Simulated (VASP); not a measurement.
# Ga3Sb (I4/mmm) in VASP: further runs, part 2 of 2

VASP 6.6.1. Earlier steps stand in the parts before.

**4. Single point, PBEsol**

The input, INCAR:

```
PREC     = Accurate       # precision mode
ENCUT    = 520            # plane-wave cutoff, eV
EDIFF    = 1E-6           # SCF threshold, eV
ISMEAR   = -1             # smearing method
SIGMA    = 0.05           # smearing width, eV
LREAL    = F              # projectors in reciprocal space
LASPH    = T              # aspherical terms in the spheres
NELM     = 60             # most SCF steps
ALGO     = Fast           # electronic algorithm
ISIF     = 2              # what is computed and relaxed
LWAVE    = F              # write WAVECAR
LCHARG   = T              # write CHGCAR
GGA      = PS             # functional
LELF     = T              # ELF
LVHAR    = T            
NBANDS   = 30             # bands
```

The input, KPOINTS:

```
regular mesh
0
Gamma
  14 14 14
```

The input, POSCAR:

```
Ga3Sb
1.0
   -2.1587990000      2.1587990000      4.7604840000
    2.1587990000     -2.1587990000      4.7604840000
    2.1587990000      2.1587990000     -4.7604840000
Ga Sb
3 1
Direct
    0.7500000000      0.2500000000      0.5000000000
    0.2500000000      0.7500000000      0.5000000000
    0.5000000000      0.5000000000      0.0000000000
    0.0000000000      0.0000000000      0.0000000000
```

Potentials or basis: VASP PAW PBE potentials, release 64 (Ga_d, Sb).

On the command line:

```bash
$ cat potpaw_PBE.64/Ga_d/POTCAR potpaw_PBE.64/Sb/POTCAR > POTCAR
$ mpirun -np 1 vasp_std > vasp.out
```

OUTCAR:

```text
PREC = Accurate
   ENCUT = 520
   EDIFF = 1E-6
   ISMEAR = -1
   LREAL = F
   LASPH = T
   NELM = 60
   ISIF = 2
   GGA = PS

 ion  position               nearest neighbor table
   1  0.750  0.250  0.500-   4 3.21   4 3.21   4 3.21   4 3.21
   2  0.250  0.750  0.500-   4 3.21   4 3.21   4 3.21   4 3.21
   3  0.500  0.500  0.000-   4 3.05   4 3.05   4 3.05   4 3.05
   4  0.000  0.000  0.000-   3 3.05   3 3.05   3 3.05   3 3.05   2 3.21   1 3.21   2 3.21   2 3.21
                             1 3.21   1 3.21   2 3.21   1 3.21

  LATTYP: Found a body centered tetragonal cell.
 ALAT       =     4.3175980000
 C/A-ratio  =     2.2051538842

  Lattice vectors:

 A1 = (  -2.1587990000,   2.1587990000,   4.7604840000)
 A2 = (   2.1587990000,  -2.1587990000,   4.7604840000)
 A3 = (   2.1587990000,   2.1587990000,  -4.7604840000)

Analysis of symmetry for initial positions (statically):
=====================================================================
 Subroutine PRICEL returns:
 Original cell was already a primitive cell.

 Routine SETGRP: Setting up the symmetry group for a
 body centered tetragonal supercell.

 Subroutine GETGRP returns: Found 16 space group operations
 (whereof 16 operations were pure point group operations)
 out of a pool of 16 trial point group operations.

The static configuration has the point symmetry D_4h.

Analysis of symmetry for dynamics (positions and initial velocities):
=====================================================================
 Subroutine PRICEL returns:
 Original cell was already a primitive cell.

 Routine SETGRP: Setting up the symmetry group for a
 body centered tetragonal supercell.

 Subroutine GETGRP returns: Found 16 space group operations
 (whereof 16 operations were pure point group operations)
 out of a pool of 16 trial point group operations.

The dynamic configuration has the point symmetry D_4h.

 Subroutine INISYM returns: Found 16 space group operations
[... 118 lines left out ...]
   IALGO  =     68    algorithm
   IMIX   =      4    mixing-type and parameters
     AMIX     =   0.40;   BMIX     =  1.00
     AMIX_MAG =   1.60;   BMIX_MAG =  1.00
  volume/ion in A,a.u.               =      22.19       149.72
  Fermi-wavevector in a.u.,A,eV,Ry     =   1.295728  2.448571 22.842976  1.678911
  Thomas-Fermi vector in A             =   2.427229
   LORBIT       =      0    0 simple, 1 ext, 2 COOP (PROOUT), +10 PAW based schemes
   GGA     = PS    functional components
   LHFCALC =     F    Hartree Fock is set to
   AEXX    =    0.0000 exact exchange contribution
   IVDW    =     0    specifies the selected vdW correction
   LEPSILON=     F    determine dielectric tensor
   LRPA    =     F    only Hartree local field effects (RPA)
 non-spin polarized calculation
 RMM-DIIS sequential band-by-band and
  energy-cutoff  :      520.00
  volume of cell :       88.74
 maximum number of plane-waves:      2420
   NGX = 21   NGY = 21   NGZ = 21

 number of electron      44.0000012 magnetization

 Free energy of the ion-electron system (eV)
  ---------------------------------------------------
  ext. energy  EPLUGINS =         0.00000000
  ---------------------------------------------------
  free energy    TOTEN  =       -14.23740817 eV

  energy without entropy =      -14.22196494  energy(sigma->0) =      -14.22968655

 E-fermi :   5.7446     XC(G=0): -10.5893

 val. band max:        5.7247961143   @ k =  -0.2857   0.0714  -0.0000
 cond. band min:       5.7480867417   @ k =  -0.2857   0.5000   0.2857
 fundamental gap:      0.0232906274
 Fermi energy:         5.7446443206

 k-point     1 :       0.0000    0.0000    0.0000
  band No.  band energies     occupation
      1      -9.1076      2.00000
      2      -9.0580      2.00000
      3      -9.0461      2.00000
      4      -9.0057      2.00000
      5      -9.0057      2.00000
      6      -8.9974      2.00000
[... 781 lines left out ...]
     29      10.4843      0.00000
     30      13.2469      0.00000

 [... further k-points ...]

------------------------ aborting loop because EDIFF is reached ----------------------------------------

  FORCE on cell =-STRESS in cart. coord.  units (eV):
  Direction    XX          YY          ZZ          XY          YZ          ZX
  --------------------------------------------------------------------------------------
  -------------------------------------------------------------------------------------
  Total       -1.8060992     -1.8060992     -2.0586361      0.0000000     -0.0000000      0.0000000
  in kB      -32.6074378    -32.6074378    -37.1667554      0.0000000     -0.0000000      0.0000000
  external PRESSURE =     -34.1272103 kB  Pullay stress =       0.0000000 kB

 VOLUME and BASIS-vectors are now :
 -----------------------------------------------------------------------------
  energy-cutoff  :      520.00
  volume of cell :       88.74
      direct lattice vectors                 reciprocal lattice vectors
    -2.158799000  2.158799000  4.760484000     0.000000000  0.231610261  0.105031337
     2.158799000 -2.158799000  4.760484000     0.231610261  0.000000000  0.105031337
     2.158799000  2.158799000 -4.760484000     0.231610261  0.231610261  0.000000000

 POSITION                                       TOTAL-FORCE (eV/Angst)
 -----------------------------------------------------------------------------------
      0.00000      2.15880      2.38024         0.000000      0.000000     -0.000000
      2.15880      0.00000      2.38024        -0.000000     -0.000000      0.000000
      0.00000      0.00000      4.76048        -0.000000      0.000000      0.000000
      0.00000      0.00000      0.00000        -0.000000      0.000000      0.000000
 -----------------------------------------------------------------------------------
    total drift:                               -0.000000      0.000000      0.000000

  FREE ENERGIE OF THE ION-ELECTRON SYSTEM (eV)
  ---------------------------------------------------
  free  energy   TOTEN  =       -14.2374081689 eV

  energy  without entropy=      -14.2219649390  energy(sigma->0) =      -14.22968655
```

OSZICAR:

```text
N       E                     dE             d eps       ncg     rms          rms(c)
DAV:   1     0.295562745284E+03    0.29556E+03   -0.20772E+04 14902   0.233E+03
DAV:   2     0.220283688822E+02   -0.27353E+03   -0.26612E+03 15104   0.500E+02
DAV:   3    -0.131308743673E+02   -0.35159E+02   -0.34428E+02 16714   0.136E+02
DAV:   4    -0.142979383754E+02   -0.11671E+01   -0.11605E+01 17382   0.262E+01
DAV:   5    -0.143277280842E+02   -0.29790E-01   -0.29778E-01 18728   0.425E+00    0.242E+00
RMM:   6    -0.142548533069E+02    0.72875E-01   -0.15303E-01 19269   0.384E+00    0.133E+00
RMM:   7    -0.142386545082E+02    0.16199E-01   -0.56623E-02 19825   0.174E+00    0.226E-01
RMM:   8    -0.142373787313E+02    0.12758E-02   -0.54094E-03 20412   0.680E-01    0.674E-02
RMM:   9    -0.142373971789E+02   -0.18448E-04   -0.96581E-04 23402   0.273E-01    0.556E-02
RMM:  10    -0.142374090795E+02   -0.11901E-04   -0.19117E-04 24122   0.105E-01    0.198E-02
RMM:  11    -0.142374072127E+02    0.18669E-05   -0.47200E-05 21175   0.688E-02    0.862E-03
RMM:  12    -0.142374080913E+02   -0.87859E-06   -0.15881E-05 20070   0.282E-02    0.498E-03
RMM:  13    -0.142374081689E+02   -0.77647E-07   -0.22141E-06 11880   0.129E-02
   1 F= -.14237408E+02 E0= -.14229687E+02  d E =-.154432E-01
```

Wall time 14 min (1 thread of Intel Xeon Platinum 8488C (Sapphire Rapids), shared host); peak memory 0.66 GiB.

Results:

- Free energy: -14.2374 eV
- Pressure: -3.4 GPa
- Band gap on the k mesh: zero (bands 22 and 23 overlap by 4.28 eV)

Caveat: the cell stands under tension; the PAW data sets were made with another functional, which shifts forces and pressure a little; spin-orbit coupling is left out, which moves the levels of the heavy elements.

**5. Relaxation of cell and atoms, LDA**

The input, INCAR:

```
SYSTEM = Ga3Sb
ALGO     = Fast           ! electronic algorithm
EDIFF    = 1E-6           ! SCF threshold, eV
EDIFFG   = -0.01          ! ionic threshold
ENCUT    = 600            ! plane-wave cutoff, eV
GGA      = CA             ! functional
IBRION   = 2              ! ionic algorithm
ISIF     = 3              ! what is computed and relaxed
ISMEAR   = 0              ! smearing method
LASPH    = .TRUE.         ! aspherical terms in the spheres
LCHARG   = .FALSE.        ! write CHGCAR
LREAL    = .FALSE.        ! projectors in reciprocal space
LWAVE    = .FALSE.        ! write WAVECAR
NELM     = 60             ! most SCF steps
NSW      = 80             ! ionic steps
PREC     = Accurate       ! precision mode
SIGMA    = 0.1            ! smearing width, eV
```

The input, KPOINTS:

```
k-points
0
G
  14 14 14
  0 0 0
```

POSCAR is that of step 4.

Potentials or basis: VASP PAW LDA potentials, release 64 (Ga_d, Sb).

On the command line:

```bash
$ cat potpaw_LDA.64/Ga_d/POTCAR potpaw_LDA.64/Sb/POTCAR > POTCAR
$ mpirun -np 1 vasp_std > vasp.out
```

It took 1.7 h on 1 thread of Oxide Virtual Turin-like, shared host; peak memory 0.69 GiB.

The run converged. Its results:

```yaml
Free_energy: -15.2025 eV
Relaxed_volume: 20.06 Å³/atom
Relaxed_cell: a = 5.419 Å, b = 5.419 Å, c = 5.419 Å, α = 134.29°, β = 134.29°, γ = 66.63°
Space_group_after_relaxing_to_0.1_Å: I4/mmm (No. 139)
Energy_gained_by_relaxing: 35.1 meV/atom
Ionic_steps: 9
Pressure_after_relaxing: 0.0 GPa
Band_gap_on_the_k_mesh: zero (bands 22 and 23 overlap by 4.86 eV)
```

The path:
| step | energy change (eV) | largest force (eV/Å) | pressure (GPa) | volume (Å³) |
| --- | --- | --- | --- | --- |
| 1 | 0.0000 | 0.0000 | -4.76 | 88.74 |
| 2 | -0.1388 | 0.0000 | -0.18 | 80.55 |
| 3 | -0.1390 | 0.0000 | 0.08 | 80.30 |
| 4 | -0.1390 | 0.0000 | -0.17 | 80.42 |
| 5 | -0.1390 | 0.0000 | -0.09 | 80.37 |
| 6 | -0.1391 | 0.0000 | -0.08 | 80.37 |
| 7 | -0.1393 | 0.0000 | -0.06 | 80.35 |
| 8 | -0.1397 | 0.0000 | -0.04 | 80.31 |
| 9 | -0.1404 | 0.0000 | 0.01 | 80.24 |

Final structure:
```
CELL_PARAMETERS angstrom
-2.10461 2.10461 4.52855
2.10461 -2.10461 4.52855
2.10461 2.10461 -4.52855
ATOMIC_POSITIONS crystal
Ga 0.75000 0.25000 0.50000
Ga 0.25000 0.75000 0.50000
Ga 0.50000 0.50000 0.00000
Sb 0.00000 0.00000 0.00000
```

Levels at points of the mesh, in eV from the Fermi level:
```csv
k point,band 20,band 21,band 22,band 23,band 24,band 25
"(0.00, 0.00, 0.00)",-1.98,-1.98,-1.85,-0.47,-0.47,0.82
"(0.50, 0.00, 0.00)",-1.12,-0.49,-0.30,0.25,1.84,3.04
"(0.50, 0.50, 0.00)",-5.20,-4.54,-0.33,0.20,0.30,1.05
"(0.50, 0.50, 0.50)",-3.35,-2.50,2.45,2.93,2.93,3.98
```

Caveat: spin-orbit coupling is left out, which moves the levels of the heavy elements.

**6. Summary**

```tsv
task	level	potentials or basis	cell	k mesh	cutoff (eV)	smearing	gap on the mesh (eV)	pressure (GPa)
single point	PBEsol	VASP PAW PBE potentials, release 64 (Ga_d, Sb)	as given	16 × 16 × 16	520	gaussian 0.1 eV	none	-3.4
single point	PBEsol	VASP PAW PBE potentials, release 64 (Ga_d, Sb)	as given	14 × 14 × 14	520	gaussian 0.2 eV	none	-3.4
single point	PBEsol	VASP PAW PBE potentials, release 64 (Ga_d, Sb)	as given	14 × 14 × 14	520	fermi-dirac 0.05 eV	none	-3.4
relaxation of cell and atoms	LDA	VASP PAW LDA potentials, release 64 (Ga_d, Sb)	relaxed	14 × 14 × 14	600	gaussian 0.1 eV	none	0.0
```

Alike in all rows: no spin polarisation.

Caveats: spin-orbit coupling is left out, which moves the levels of the heavy elements; the cell stands under tension (at least some runs); the PAW data sets were made with another functional, which shifts forces and pressure a little (at least some runs).

Absolute energies hang on the potentials; compare differences alone.

The gap in the log of VASP goes by the Fermi energy; the results here count the filled bands.